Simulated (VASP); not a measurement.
# Zn6S7 (a cell with a defect) in VASP: a series of runs

Zn6S7 (a cell with a defect) is run at these levels: PBE; tasks: single point.

All numbers are computed with VASP 6.6.1; they aren't measurements. Logs are shortened: lines on timing, memory, paths and dates and some standing lists are left out, and cuts for length are marked.

**1. The cell of the first run**

The cell holds a defect, 13 atoms: a = 6.305 Å, b = 6.658 Å, c = 6.658 Å, α = 120.00°, β = 90.00°, γ = 90.00°.

**2. Single point, PBE**

File INCAR:

```
PREC = Accurate
ENCUT = 400
EDIFF = 1E-6
ISMEAR = 0
SIGMA = 0.02
LREAL = False
LASPH = True
NELM = 120
ALGO = Normal
ISIF = 2
LWAVE = False
LCHARG = False
GGA = PE
NBANDS = 69
GGA_COMPAT = False
```

File KPOINTS:

```
regular mesh
0
Gamma
  2 2 2
```

File POSCAR:

```
Zn6S7
1.0
    0.0000000000      0.0000000000      6.3046430652
   -0.0000000001     -6.6581192410      0.0000000000
    5.7661004042      3.3290596205      0.0000000000
Zn S
6 7
Direct
   -0.0046419757      0.3114348553      0.3339647015
   -0.0086331612      0.6653108466      1.0000875108
   -0.0049791875      0.9771247590      0.6660277711
    0.5005736197      0.6923132491      0.6732283047
    0.5006806836      1.0191144765      0.3268736005
    0.4944454377      0.3333271050      1.0000441539
    0.3829832990      0.3644321375      0.3527148085
    0.3874809366      0.6691655769      1.0000656589
    0.3829582381      1.0117432162      0.6473876170
    0.8604142921      0.6309980537      0.6451080868
    0.8605478445      0.9861689142      0.3550333599
    0.8607997223      0.3408010476      1.0000977430
    0.1365466674     -0.0003016626     -0.0000022546
```

Potentials or basis: VASP PAW PBE potentials, release 64 (Zn, S).

Started as:

```bash
$ cat potpaw_PBE.64/Zn/POTCAR potpaw_PBE.64/S/POTCAR > POTCAR
$ mpirun -np 1 vasp_std > vasp.out
```

OUTCAR:

```text
PREC = Accurate
   ENCUT = 400
   EDIFF = 1E-6
   ISMEAR = 0
   LREAL = False
   LASPH = True
   NELM = 120
   ISIF = 2
   GGA = PE

 ion  position               nearest neighbor table
   1  0.995  0.311  0.334-  10 2.27  13 2.33  11 2.39   7 2.46  12 2.48
   2  0.991  0.665  0.000-  12 2.31  10 2.40  11 2.40  13 2.41   8 2.50
   3  0.995  0.977  0.666-  11 2.27  13 2.33  10 2.39   9 2.47  12 2.48
   4  0.501  0.692  0.673-   7 2.28  10 2.30   9 2.34   8 2.37
   5  0.501  0.019  0.327-   9 2.28  11 2.30   7 2.34   8 2.37
   6  0.494  0.333  0.000-  12 2.31   8 2.34   7 2.36   9 2.36
   7  0.383  0.364  0.353-   4 2.28   5 2.34   6 2.36   1 2.46
   8  0.387  0.669  0.000-   6 2.34   5 2.37   4 2.37   2 2.50  13 2.71
   9  0.383  0.012  0.647-   5 2.28   4 2.34   6 2.36   3 2.47
  10  0.860  0.631  0.645-   1 2.27   4 2.30   3 2.39   2 2.40
  11  0.861  0.986  0.355-   3 2.27   5 2.30   1 2.39   2 2.40
  12  0.861  0.341  0.000-   6 2.31   2 2.31   1 2.48   3 2.48
  13  0.137  1.000  1.000-   3 2.33   1 2.33   2 2.41   8 2.71

  LATTYP: Found a hexagonal cell.
 ALAT       =     6.6581192410
 C/A-ratio  =     0.9469105069

  Lattice vectors:

 A1 = (  -0.0000000001,  -6.6581192410,   0.0000000000)
 A2 = (   5.7661004042,   3.3290596205,   0.0000000000)
 A3 = (   0.0000000000,   0.0000000000,   6.3046430652)

Analysis of symmetry for initial positions (statically):
=====================================================================
 Subroutine PRICEL returns:
 Original cell was already a primitive cell.

 Routine SETGRP: Setting up the symmetry group for a
 hexagonal supercell.

 Subroutine GETGRP returns: Found  1 space group operations
 (whereof  1 operations were pure point group operations)
 out of a pool of 24 trial point group operations.

The static configuration has the point symmetry C_1 .

Analysis of symmetry for dynamics (positions and initial velocities):
=====================================================================
 Subroutine PRICEL returns:
 Original cell was already a primitive cell.

 Routine SETGRP: Setting up the symmetry group for a
 hexagonal supercell.

 Subroutine GETGRP returns: Found  1 space group operations
 (whereof  1 operations were pure point group operations)
 out of a pool of 24 trial point group operations.

The dynamic configuration has the point symmetry C_1 .

 Subroutine INISYM returns: Found  1 space group operations
[... 114 lines left out ...]
   NUPDOWN=      -1.0000    fix difference up-down
   EMIN   =  10.00;   EMAX   =-10.00  energy-range for DOS
   EFERMI =   0.00;   METHOD = LEGACY
   ISMEAR =     0;   SIGMA  =   0.02  broadening in eV -4-tet -1-fermi 0-gaus
   EFERMI_NEDOS =   21; number of points for ismear=-14 and -15
   IALGO  =     38    algorithm
   IMIX   =      4    mixing-type and parameters
     AMIX     =   0.40;   BMIX     =  1.00
     AMIX_MAG =   1.60;   BMIX_MAG =  1.00
  volume/ion in A,a.u.               =      18.62       125.65
  Fermi-wavevector in a.u.,A,eV,Ry     =   1.273733  2.407006 22.074030  1.622395
  Thomas-Fermi vector in A             =   2.406540
   LORBIT       =      0    0 simple, 1 ext, 2 COOP (PROOUT), +10 PAW based schemes
   GGA     = PE    functional components
   LHFCALC =     F    Hartree Fock is set to
   AEXX    =    0.0000 exact exchange contribution
   IVDW    =     0    specifies the selected vdW correction
   LEPSILON=     F    determine dielectric tensor
   LRPA    =     F    only Hartree local field effects (RPA)
 non-spin polarized calculation
 Gauss-broadening in eV      SIGMA  =   0.02
  energy-cutoff  :      400.00
  volume of cell :      242.04
 maximum number of plane-waves:      4412
 NGX is ok and might be reduce to    42
   NGX = 21   NGY = 21   NGZ = 21

 number of electron     113.9999943 magnetization

 Free energy of the ion-electron system (eV)
  ---------------------------------------------------
  ext. energy  EPLUGINS =         0.00000000
  ---------------------------------------------------
  free energy    TOTEN  =       -40.85282165 eV

  energy without entropy =      -40.84958807  energy(sigma->0) =      -40.85120486

 E-fermi :   3.4970     XC(G=0):  -9.9378

 val. band max:        3.4785256203   @ k =   0.0000   0.5000   0.0000
 cond. band min:       3.5137783605   @ k =   0.5000   0.0000   0.5000
 fundamental gap:      0.0352527402
 Fermi energy:         3.4970028077

 k-point     1 :       0.0000    0.0000    0.0000
  band No.  band energies     occupation
      1     -11.1237      2.00000
      2      -9.6059      2.00000
      3      -9.3988      2.00000
      4      -9.3793      2.00000
      5      -9.3341      2.00000
      6      -9.2468      2.00000
[... 565 lines left out ...]
     68       8.4863      0.00000
     69       8.7930      0.00000

------------------------ aborting loop because EDIFF is reached ----------------------------------------

  FORCE on cell =-STRESS in cart. coord.  units (eV):
  Direction    XX          YY          ZZ          XY          YZ          ZX
  --------------------------------------------------------------------------------------
  -------------------------------------------------------------------------------------
  Total       12.0906215      7.1636735      8.9091629     -0.0066956     -1.6970978      0.0065384
  in kB       80.0322332     47.4189672     58.9729981     -0.0443204    -11.2337092      0.0432799
  external PRESSURE =      62.1413995 kB  Pullay stress =       0.0000000 kB

 VOLUME and BASIS-vectors are now :
 -----------------------------------------------------------------------------
  energy-cutoff  :      400.00
  volume of cell :      242.04
      direct lattice vectors                 reciprocal lattice vectors
     0.000000000  0.000000000  6.304643065     0.000000000  0.000000000  0.158613262
    -0.000000000 -6.658119241  0.000000000     0.086713717 -0.150192564  0.000000000
     5.766100404  3.329059620  0.000000000     0.173427434 -0.000000000  0.000000000

 POSITION                                       TOTAL-FORCE (eV/Angst)
 -----------------------------------------------------------------------------------
      1.92567     -0.96178      6.27538        -0.076593     -0.072479     -0.040931
      0.00050     -4.42943      6.25021         0.000289      0.034039     -0.027473
      3.84038     -4.28857      6.27325         0.078365     -0.076965     -0.036994
      3.88190     -2.36829      3.15594         0.001195      0.008061      0.008435
      1.88479      0.96092      3.15661        -0.000390      0.007270      0.007372
      0.00025     -2.21918      3.11730        -0.000031      0.023081     -0.013165
      2.03379     -1.25222      2.41457        -0.000910      0.012540     -0.018162
      0.00038     -4.45517      2.44293        -0.000214      0.035416      0.023529
      3.73290      2.07700      2.41442         0.001120      0.011631     -0.019470
      3.71976     -2.05366      5.42460        -0.010816     -0.055009      0.008405
      2.04716     -5.38410      5.42545         0.010071     -0.055104      0.008318
      0.00056     -2.26877      5.42703        -0.001319      0.011756     -0.044167
      5.76609     -3.32706      0.86088        -0.000767      0.115765      0.144303
 -----------------------------------------------------------------------------------
    total drift:                                0.000170      0.006033      0.000399

  FREE ENERGIE OF THE ION-ELECTRON SYSTEM (eV)
  ---------------------------------------------------
  free  energy   TOTEN  =       -40.8528216503 eV

  energy  without entropy=      -40.8495880684  energy(sigma->0) =      -40.85120486
```

OSZICAR:

```text
N       E                     dE             d eps       ncg     rms          rms(c)
DAV:   1     0.923818195863E+03    0.92382E+03   -0.43829E+04  1104   0.167E+03
DAV:   2     0.101689314784E+03   -0.82213E+03   -0.78908E+03  1104   0.419E+02
DAV:   3    -0.349673452243E+02   -0.13666E+03   -0.13273E+03  1216   0.157E+02
DAV:   4    -0.433432908233E+02   -0.83759E+01   -0.82860E+01  1296   0.395E+01
DAV:   5    -0.435462204151E+02   -0.20293E+00   -0.20245E+00  1304   0.609E+00    0.214E+01
DAV:   6    -0.407846192128E+02    0.27616E+01   -0.64471E+00  1630   0.485E+01    0.158E+01
DAV:   7    -0.409242213337E+02   -0.13960E+00   -0.74140E+00  1299   0.130E+01    0.627E+00
DAV:   8    -0.408599305621E+02    0.64291E-01   -0.63359E-01  1416   0.122E+01    0.222E+00
DAV:   9    -0.408507033434E+02    0.92272E-02   -0.15152E-01  1491   0.791E+00    0.533E-01
DAV:  10    -0.408515158410E+02   -0.81250E-03   -0.34841E-02  1408   0.303E+00    0.285E-01
DAV:  11    -0.408522972636E+02   -0.78142E-03   -0.82765E-03  1283   0.681E-01    0.221E-01
DAV:  12    -0.408526086104E+02   -0.31135E-03   -0.11065E-03  1352   0.493E-01    0.103E-01
DAV:  13    -0.408527915422E+02   -0.18293E-03   -0.58927E-04  1192   0.270E-01    0.318E-02
DAV:  14    -0.408528118147E+02   -0.20272E-04   -0.18972E-04  1344   0.197E-01    0.237E-02
DAV:  15    -0.408528182703E+02   -0.64556E-05   -0.33541E-05  1408   0.797E-02    0.107E-02
DAV:  16    -0.408528214022E+02   -0.31319E-05   -0.15654E-05  1211   0.292E-02    0.529E-03
DAV:  17    -0.408528216503E+02   -0.24805E-06   -0.12631E-06   816   0.122E-02
   1 F= -.40852822E+02 E0= -.40851205E+02  d E =-.323358E-02
```

Wall time 77 s (1 thread of Intel Xeon 6975P-C (Granite Rapids), shared host); peak memory 0.31 GiB.

What came out:

| Item | Value |
| --- | --- |
| Free energy | -40.8528 eV |
| Pressure | 6.2 GPa |
| Largest force | 0.185 eV/Å |
| Band gap on the k mesh | zero (band 57 reaches 3.52 eV, above the bottom of band 58 at 2.98 eV) |

Forces on the atoms (eV/Å):
```
Zn  -0.077 -0.072 -0.041
Zn   0.000  0.034 -0.027
Zn   0.078 -0.077 -0.037
Zn   0.001  0.008  0.008
Zn   0.000  0.007  0.007
Zn   0.000  0.023 -0.013
S   -0.001  0.013 -0.018
S    0.000  0.035  0.024
S    0.001  0.012 -0.019
S   -0.011 -0.055  0.008
S    0.010 -0.055  0.008
S   -0.001  0.012 -0.044
S   -0.001  0.116  0.144
```

Caveat: the k points lie up to 0.54 Å⁻¹ apart.

**3. Single point, PBE**

File INCAR:

```
SYSTEM = Zn6S7
  PREC = Accurate
  ENCUT = 400
  EDIFF = 1E-6
  ISMEAR = 0
  SIGMA = 0.02
  LREAL = .FALSE.
  LASPH = .TRUE.
  NELM = 120
  ALGO = Normal
  ISIF = 2
  LWAVE = .FALSE.
  LCHARG = .FALSE.
  GGA = PE
  NBANDS = 69
  GGA_COMPAT = .FALSE.
```

File KPOINTS:

```
Automatic mesh
0
G
  2 2 2
  0 0 0
```

File POSCAR:

```
Zn6S7
1.0
    0.0000000000      0.0000000000      6.3046430652
   -0.0000000001     -6.6581192410      0.0000000000
    5.7661004042      3.3290596205      0.0000000000
Zn S
6 7
Direct
   -0.0021910836      0.3067264990      0.3583581372
   -0.0074859115      0.6711916264      1.0002319758
   -0.0029181668      0.9475890671      0.6415895910
    0.4920744867      0.6956836709      0.6742185754
    0.4924435797      1.0212951886      0.3257569013
    0.4912457324      0.3385442285      0.9998877224
    0.3800936826      0.3675919191      0.3525784946
    0.3734731650      0.6774934756      0.9999987159
    0.3799721848      1.0149819447      0.6472448862
    0.8517747864      0.6192085371      0.6486180846
    0.8521367418      0.9711514529      0.3516723362
    0.8669426554      0.3424125140      1.0001870581
    0.0982812181      0.0276213630     -0.0000071105
```

Potentials or basis: VASP PAW PBE potentials, release 64 (Zn, S).

Started as:

```bash
$ cat potpaw_PBE.64/Zn/POTCAR potpaw_PBE.64/S/POTCAR > POTCAR
$ mpirun -np 1 vasp_std > vasp.out
```

Wall time 58 s (1 thread of Intel Xeon 6975P-C (Granite Rapids), shared host); peak memory 0.31 GiB.

The run converged. Its results:

| Property | Result |
| --- | --- |
| Free energy | -40.7197 eV |
| Pressure | 6.7 GPa |
| Largest force | 0.026 eV/Å |
| Band gap on the k mesh | zero (band 57 reaches 3.58 eV, above the bottom of band 58 at 3.19 eV) |

Forces in eV/Å, atoms in the order of the input:
```
Zn   0.013 -0.002 -0.009
Zn  -0.002  0.011  0.003
Zn  -0.009 -0.009 -0.001
Zn   0.002 -0.004  0.000
Zn  -0.003 -0.006 -0.003
Zn  -0.001  0.004  0.002
S   -0.002 -0.002  0.000
S    0.000 -0.001 -0.002
S    0.007  0.000 -0.007
S    0.002  0.001 -0.003
S    0.000 -0.002 -0.003
S    0.000  0.022  0.014
S   -0.008 -0.012  0.009
```

Stress tensor (GPa, compression positive):
```
10.28  0.00 -0.01
 0.00  4.45 -2.09
-0.01 -2.09  5.34
```

Levels at points of the mesh, in eV from the Fermi level:
```
           k point  band 53  band 54  band 55  band 56  band 57  band 58  band 59  band 60  band 61  band 62
(0.00, 0.00, 0.00)    -1.24    -1.06    -0.86    -0.13    -0.06     0.48     1.49     3.08     3.19     4.26
(0.50, 0.00, 0.00)    -1.56    -1.39    -1.37    -0.74    -0.73    -0.32     2.61     3.05     3.33     3.45
(0.00, 0.50, 0.00)    -1.92    -1.68    -1.64    -0.52    -0.10     0.17     2.72     3.30     3.39     3.49
(0.00, 0.00, 0.50)    -1.90    -1.70    -1.59    -0.57    -0.11     0.52     2.43     3.29     3.54     3.57
(0.00, 0.50, 0.50)    -1.92    -1.68    -1.64    -0.52    -0.10     0.17     2.72     3.30     3.38     3.49
(0.50, 0.50, 0.00)    -2.29    -2.06    -1.92    -0.96    -0.09     0.82     2.70     2.87     3.27     3.65
(0.50, 0.00, 0.50)    -2.22    -2.12    -2.01    -0.34     0.06     0.27     2.74     3.09     3.45     3.59
(0.50, 0.50, 0.50)    -2.29    -2.06    -1.92    -0.96    -0.08     0.82     2.71     2.87     3.27     3.65
```

Caveat: the k points lie up to 0.54 Å⁻¹ apart.

**4. Single point, PBE**

File INCAR:

```
ALGO = Normal ; EDIFF = 1E-6
ENCUT = 400 ; GGA = PE
GGA_COMPAT = False ; ISIF = 2
ISMEAR = 0 ; LASPH = True
LCHARG = True ; LELF = True
LREAL = False ; LVHAR = True
LWAVE = False ; NBANDS = 69
NELM = 120 ; PREC = Accurate
SIGMA = 0.02
```

File KPOINTS:

```
k-points
0
Gamma
  2 2 2
```

File POSCAR:

```
Zn6S7
1.0
    0.0000000000      0.0000000000      6.3046430652
   -0.0000000001     -6.6581192410      0.0000000000
    5.7661004042      3.3290596205      0.0000000000
Zn S
6 7
Direct
    0.0215360328      0.2935488636      0.3881977148
   -0.0051071884      0.6790551922      0.9990224929
    0.0195933376      0.9025360470      0.6075053770
    0.4989982728      0.6778503434      0.6730640690
    0.4978457888      1.0051860046      0.3252796290
    0.4561723749      0.3291991569      0.9971924866
    0.3840985088      0.3458388711      0.3540607788
    0.3630976371      0.6749349976      0.9993436805
    0.3854755892      0.9892338555      0.6433249059
    0.8619510960      0.6164980404      0.6485860006
    0.8611112388      0.9704991554      0.3508459545
    0.8201477778      0.3860960056      1.0180698546
    0.0175889418      0.1308735013     -0.0044530962
```

Started as:

```bash
$ cat potpaw_PBE.64/Zn/POTCAR potpaw_PBE.64/S/POTCAR > POTCAR
$ mpirun -np 1 vasp_std > vasp.out
```

It took 64 s on 1 thread of Intel Xeon 6975P-C (Granite Rapids), shared host; peak memory 0.32 GiB.

It converged, with:

| Quantity | Value |
| --- | --- |
| Free energy | -42.2109 eV |
| Pressure | 8.1 GPa |
| Largest force | 1.211 eV/Å |
| Band gap on the k mesh | 1.48 eV |

Forces on the atoms (eV/Å):
```
Zn   0.233  0.237  0.252
Zn  -0.004 -0.078  0.077
Zn  -0.265  0.236  0.236
Zn  -0.002  0.141  0.103
Zn  -0.008  0.130  0.095
Zn  -0.020  0.071 -0.226
S    0.007  0.189  0.082
S   -0.004  0.022 -0.030
S   -0.027  0.199  0.097
S   -0.005  0.027  0.124
S   -0.007  0.010  0.115
S    0.116 -0.184 -0.244
S   -0.014 -1.001 -0.681
```

Stress tensor (GPa, compression positive):
```
 9.60 -0.11 -0.12
-0.11  8.21 -0.13
-0.12 -0.13  6.38
```

Levels at points of the mesh, in eV from the valence-band top:
```csv
k point,band 53,band 54,band 55,band 56,band 57,band 58,band 59,band 60,band 61,band 62
"(0.00, 0.00, 0.00)",-1.24,-1.01,-0.90,-0.44,-0.15,1.48,2.56,2.98,3.40,4.53
"(0.50, 0.00, 0.00)",-1.56,-1.41,-1.39,-0.92,-0.36,1.86,2.60,3.22,3.40,3.79
"(0.00, 0.50, 0.00)",-1.87,-1.70,-1.48,-0.58,-0.21,2.06,2.94,3.38,3.53,3.74
"(0.00, 0.00, 0.50)",-1.77,-1.72,-1.52,-0.32,0.00,2.23,2.78,3.22,3.42,3.45
"(0.00, 0.50, 0.50)",-1.86,-1.74,-1.50,-0.64,-0.22,2.07,2.95,3.40,3.49,3.77
"(0.50, 0.50, 0.00)",-2.26,-2.10,-1.89,-0.67,-0.52,2.49,2.74,2.97,3.35,3.45
"(0.50, 0.00, 0.50)",-2.33,-2.27,-2.21,-0.27,-0.04,1.83,2.66,2.83,3.41,3.53
"(0.50, 0.50, 0.50)",-2.26,-2.13,-1.86,-0.67,-0.58,2.55,2.74,2.96,3.36,3.47
```

Caveat: the k points lie up to 0.54 Å⁻¹ apart.
